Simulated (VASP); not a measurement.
# AgCl (Fm-3m) in VASP: further runs

The runs below take AgCl through electric field gradients, with PBEsol.

All numbers are computed with VASP 6.6.1; they aren't measurements. Logs are shortened: lines on timing, memory, paths and dates and some standing lists are left out, and cuts for length are marked.

## (1) The cell of the first run

Symmetry: Fm-3m, No. 225, cubic system. The conventional cell has a = 5.509 Å, b = 5.509 Å, c = 5.509 Å, α = 90.00°, β = 90.00°, γ = 90.00°. Ag (site symmetry m-3m) has 6 Cl at 2.75 Å within 3.6 Å. Cl (site symmetry m-3m) has 6 Ag at 2.75 Å within 3.6 Å.

## (2) Electric field gradients, PBEsol (volume scaled by 0.98)

INCAR reads:

```
ALGO = Normal ; EDIFF = 1E-8
ENCUT = 520 ; GGA = PS
ISIF = 2 ; ISMEAR = -1
LASPH = T ; LCHARG = F
LEFG = T ; LREAL = F
LWAVE = F ; NBANDS = 16
NELM = 60 ; PREC = Accurate
SIGMA = 0.01
```

KPOINTS reads:

```
k-points
0
Gamma
  9 9 9
```

POSCAR reads:

```
AgCl
1.0
    0.0000000000      2.7545376942      2.7545376942
    2.7545376942      0.0000000000      2.7545376942
    2.7545376942      2.7545376942      0.0000000000
Ag Cl
1 1
Direct
    0.5000000000      0.5000000000      0.5000000000
    0.0000000000      0.0000000000      0.0000000000
```

Potentials or basis: VASP PAW PBE potentials, release 64 (Ag, Cl).

Started as:

```console
> cat potpaw_PBE.64/Ag/POTCAR potpaw_PBE.64/Cl/POTCAR > POTCAR
> mpirun -np 1 vasp_std > vasp.out
```

OUTCAR:

```text
EDIFF = 1E-8
   ENCUT = 520
   GGA = PS
   ISIF = 2
   ISMEAR = -1
   LASPH = T
   LREAL = F
   NELM = 60
   PREC = Accurate

 ion  position               nearest neighbor table
   1  0.500  0.500  0.500-   2 2.75   2 2.75   2 2.75   2 2.75   2 2.75   2 2.75
   2  0.000  0.000  0.000-   1 2.75   1 2.75   1 2.75   1 2.75   1 2.75   1 2.75

  LATTYP: Found a face centered cubic cell.
 ALAT       =     5.5090753884

  Lattice vectors:

 A1 = (   0.0000000000,   2.7545376942,   2.7545376942)
 A2 = (   2.7545376942,   0.0000000000,   2.7545376942)
 A3 = (   2.7545376942,   2.7545376942,   0.0000000000)

Analysis of symmetry for initial positions (statically):
=====================================================================
 Subroutine PRICEL returns:
 Original cell was already a primitive cell.

 Routine SETGRP: Setting up the symmetry group for a
 face centered cubic supercell.

 Subroutine GETGRP returns: Found 48 space group operations
 (whereof 48 operations were pure point group operations)
 out of a pool of 48 trial point group operations.

The static configuration has the point symmetry O_h .

Analysis of symmetry for dynamics (positions and initial velocities):
=====================================================================
 Subroutine PRICEL returns:
 Original cell was already a primitive cell.

 Routine SETGRP: Setting up the symmetry group for a
 face centered cubic supercell.

 Subroutine GETGRP returns: Found 48 space group operations
 (whereof 48 operations were pure point group operations)
 out of a pool of 48 trial point group operations.

The dynamic configuration has the point symmetry O_h .

 Subroutine INISYM returns: Found 48 space group operations
 (whereof 48 operations are pure point group operations),
 and found     1 'primitive' translations

----------------------------------------------------------------------------------------

                                     Primitive cell

  volume of cell :      41.8000

  direct lattice vectors                    reciprocal lattice vectors
     0.000000000  2.754537694  2.754537694    -0.181518663  0.181518663  0.181518663
     2.754537694  0.000000000  2.754537694     0.181518663 -0.181518663  0.181518663
     2.754537694  2.754537694  0.000000000     0.181518663  0.181518663 -0.181518663

  length of vectors
     3.895504565  3.895504565  3.895504565     0.314399547  0.314399547  0.314399547

  position of ions in fractional coordinates (direct lattice)
     0.500000000  0.500000000  0.500000000
     0.000000000  0.000000000  0.000000000

  ion indices of the primitive-cell ions
   primitive index   ion index
                 1           1
                 2           2

----------------------------------------------------------------------------------------

 KPOINTS: k-points

Automatic generation of k-mesh.
 Grid dimensions read from file:
 generate k-points for:    9    9    9

 Generating k-lattice:

  Cartesian coordinates                     Fractional coordinates (reciprocal lattice)
    -0.020168740  0.020168740  0.020168740     0.111111111  0.000000000  0.000000000
     0.020168740 -0.020168740  0.020168740     0.000000000  0.111111111  0.000000000
     0.020168740  0.020168740 -0.020168740     0.000000000  0.000000000  0.111111111

  Length of vectors
     0.034933283  0.034933283  0.034933283

  Shift w.r.t. Gamma in fractional coordinates (k-lattice)
     0.000000000  0.000000000  0.000000000

 Subroutine IBZKPT returns following result:
 ===========================================

 Found     35 irreducible k-points:

 Following reciprocal coordinates:
            Coordinates               Weight
  0.000000  0.000000  0.000000      1.000000
  0.111111  0.000000  0.000000      8.000000
  0.222222  0.000000  0.000000      8.000000
  0.333333  0.000000  0.000000      8.000000
  0.444444  0.000000  0.000000      8.000000
  0.111111  0.111111  0.000000      6.000000
[... 16 lines left out ...]
 -0.333333  0.333333  0.000000     12.000000
  0.444444  0.444444  0.000000      6.000000
 [... further k-points ...]
   k-points           NKPTS =     35   k-points in BZ     NKDIM =     35   number of bands    NBANDS=     16
   number of dos      NEDOS =    301   number of ions     NIONS =      2
   total plane-waves  NPLWV =  27000
   dimension x,y,z NGX =    30 NGY =   30 NGZ =   30
   dimension x,y,z NGXF=    60 NGYF=   60 NGZF=   60
   ions per type =               1   1
   NGX,Y,Z   is equivalent  to a cutoff of  12.80, 12.80, 12.80 a.u.
   NGXF,Y,Z  is equivalent  to a cutoff of  25.61, 25.61, 25.61 a.u.
 SYSTEM =  unknown system
   PREC   = accura    normal or accurate (medium, high low for compatibility)
   ISTART =      0    job   : 0-new  1-cont  2-samecut
   ICHARG =      2    charge: 1-file 2-atom 10-const
   ISPIN  =      1    spin polarized calculation?
   LNONCOLLINEAR =      F non collinear calculations
   LSORBIT =      F    spin-orbit coupling
   LASPH  =      T    aspherical Exc in radial PAW
   ENCUT  =  520.0 eV  38.22 Ry    6.18 a.u.   7.24  7.24  7.24*2*pi/ulx,y,z
   NELM   =     60;   NELMIN=  2; NELMDL= -5     # of ELM steps
   EDIFF  = 0.1E-07   stopping-criterion for ELM
   LREAL  =      F    real-space projection
   EDIFFG = 0.1E-06   stopping-criterion for IOM
   NSW    =      0    number of steps for IOM
   IBRION =     -1    ionic relax: 0-MD 1-quasi-New 2-CG
   NFREE  =      0    steps in history (QN), initial steepest desc. (CG)
   ISIF   =      2    stress and relaxation
   ISYM   =      2    0-nonsym 1-usesym 2-fastsym
   POTIM  = 0.5000    time-step for ionic-motion
   TEBEG  =    0.0;   TEEND  =   0.0 temperature during run
   PSTRESS=    0.0 pullay stress
   NELECT =      18.0000    total number of electrons
   NUPDOWN=      -1.0000    fix difference up-down
   EMIN   =  10.00;   EMAX   =-10.00  energy-range for DOS
   EFERMI =   0.00;   METHOD = LEGACY
   ISMEAR =    -1;   SIGMA  =   0.01  broadening in eV -4-tet -1-fermi 0-gaus
   EFERMI_NEDOS =   21; number of points for ismear=-14 and -15
   IALGO  =     38    algorithm
   IMIX   =      4    mixing-type and parameters
     AMIX     =   0.40;   BMIX     =  1.00
     AMIX_MAG =   1.60;   BMIX_MAG =  1.00
  volume/ion in A,a.u.               =      20.90       141.04
  Fermi-wavevector in a.u.,A,eV,Ry     =   1.236252  2.336177 20.794037  1.528319
  Thomas-Fermi vector in A             =   2.370868
   LORBIT       =      0    0 simple, 1 ext, 2 COOP (PROOUT), +10 PAW based schemes
   GGA     = PS    functional components
   LHFCALC =     F    Hartree Fock is set to
   AEXX    =    0.0000 exact exchange contribution
   IVDW    =     0    specifies the selected vdW correction
   LEPSILON=     F    determine dielectric tensor
   LRPA    =     F    only Hartree local field effects (RPA)
 non-spin polarized calculation
  energy-cutoff  :      520.00
  volume of cell :       41.80
 maximum number of plane-waves:      1139
 NGX is ok and might be reduce to    30
   NGX = 15   NGY = 15   NGZ = 15

 number of electron      18.0000005 magnetization

 Free energy of the ion-electron system (eV)
  ---------------------------------------------------
  ext. energy  EPLUGINS =         0.00000000
  ---------------------------------------------------
  free energy    TOTEN  =        -6.05310616 eV

  energy without entropy =       -6.05310616  energy(sigma->0) =       -6.05310616

 E-fermi :   4.1670     XC(G=0): -10.3215

 val. band max:        3.9236619174   @ k =   0.4444   0.0000   0.0000
 cond. band min:       4.6975555668   @ k =   0.0000   0.0000   0.0000
 fundamental gap:      0.7738936494
 Fermi energy:         4.1669653944

 k-point     1 :       0.0000    0.0000    0.0000
  band No.  band energies     occupation
      1     -11.3085      2.00000
      2       1.4126      2.00000
      3       1.4126      2.00000
      4       1.4126      2.00000
      5       1.4533      2.00000
      6       1.4533      2.00000
[... 8 lines left out ...]
     15      17.2519      0.00000
     16      17.2519      0.00000

 k-point     2 :       0.1111    0.0000    0.0000
  band No.  band energies     occupation
      1     -11.2567      2.00000
      2       0.7899      2.00000
      3       0.8225      2.00000
      4       0.8225      2.00000
      5       1.4600      2.00000
      6       1.4600      2.00000
[... 8 lines left out ...]
     15      16.0238      0.00000
     16      16.5349      0.00000
[... 387 lines left out ...]
      5       1.6869      2.00000
      6       1.8251      2.00000
[... 8 lines left out ...]
     15      16.9596      0.00000
     16      20.2415      0.00000

 k-point    24 :       0.4444    0.4444    0.0000
  band No.  band energies     occupation
      1     -10.8229      2.00000
      2      -0.6334      2.00000
      3       0.7648      2.00000
      4       0.7648      2.00000
      5       1.0657      2.00000
      6       1.6501      2.00000
[... 8 lines left out ...]
     15      19.3677      0.00000
     16      19.3679      0.00000

 [... further k-points ...]
[... 5 lines left out ...]
  --------------------------------------------------------------------------------------
  -------------------------------------------------------------------------------------
  Total       -0.4803746     -0.4803746     -0.4803746      0.0000000      0.0000000      0.0000000
  in kB      -18.4125732    -18.4125732    -18.4125732      0.0000000      0.0000000      0.0000000
  external PRESSURE =     -18.4125732 kB  Pullay stress =       0.0000000 kB

 VOLUME and BASIS-vectors are now :
 -----------------------------------------------------------------------------
  energy-cutoff  :      520.00
  volume of cell :       41.80
      direct lattice vectors                 reciprocal lattice vectors
     0.000000000  2.754537694  2.754537694    -0.181518663  0.181518663  0.181518663
     2.754537694  0.000000000  2.754537694     0.181518663 -0.181518663  0.181518663
     2.754537694  2.754537694  0.000000000     0.181518663  0.181518663 -0.181518663

 POSITION                                       TOTAL-FORCE (eV/Angst)
 -----------------------------------------------------------------------------------
      2.75454      2.75454      2.75454         0.000000      0.000000      0.000000
      0.00000      0.00000      0.00000        -0.000000     -0.000000     -0.000000
 -----------------------------------------------------------------------------------
    total drift:                                0.000000      0.000000      0.000000

  FREE ENERGIE OF THE ION-ELECTRON SYSTEM (eV)
  ---------------------------------------------------
  free  energy   TOTEN  =        -6.0531061606 eV

  energy  without entropy=       -6.0531061606  energy(sigma->0) =       -6.05310616

 Electric field gradients (V/A^2)
---------------------------------------------------------------------
 ion       V_xx      V_yy      V_zz      V_xy      V_xz      V_yz
---------------------------------------------------------------------
   1       0.000     0.000    -0.000    -0.001    -0.001    -0.001
   2      -0.000     0.000     0.000    -0.001    -0.001    -0.001
---------------------------------------------------------------------

 Electric field gradients after diagonalization (V/A^2)
 (convention: |V_zz| > |V_xx| > |V_yy|)
----------------------------------------------------------------------
 ion       V_xx      V_yy      V_zz     asymmetry (V_yy - V_xx)/ V_zz
----------------------------------------------------------------------
   1       0.001     0.001    -0.001       0.000
   2       0.001     0.001    -0.001       0.000
----------------------------------------------------------------------

           NMR quadrupolar parameters

 Cq : quadrupolar parameter    Cq=e*Q*V_zz/h
 eta: asymmetry parameters     (V_yy - V_xx)/ V_zz
 Q  : nuclear electric quadrupole moment in mb (millibarn)
----------------------------------------------------------------------
 ion       Cq(MHz)       eta       Q (mb)
----------------------------------------------------------------------
   1      -0.000       0.000       1.000
   2      -0.000       0.000       1.000
----------------------------------------------------------------------
```

Run time: 21 s. Hardware: 1 thread of Intel Xeon Platinum 8375C at 2.90GHz (Ice Lake), shared host; peak memory 0.18 GiB.

What came out:

```yaml
Free_energy: -6.0531 eV
Pressure: -1.8 GPa
Band_gap_on_the_k_mesh: 0.77 eV, indirect (least direct gap 3.06 eV)
```

Levels at points of the mesh, in eV from the valence-band top:
```
           k point  band 6  band 7  band 8  band 9  band 10  band 11  band 12  band 13
(0.00, 0.00, 0.00)   -2.47   -2.37   -2.37   -2.37     0.77    10.79    10.79    10.79
```

Caveat: without QUAD_EFG the Cq values of the log hold for a quadrupole moment of 1 mb, not for the nuclei; the PAW data sets were made with another functional, which shifts forces and pressure a little.

(Part 1 of 3 ends here.)
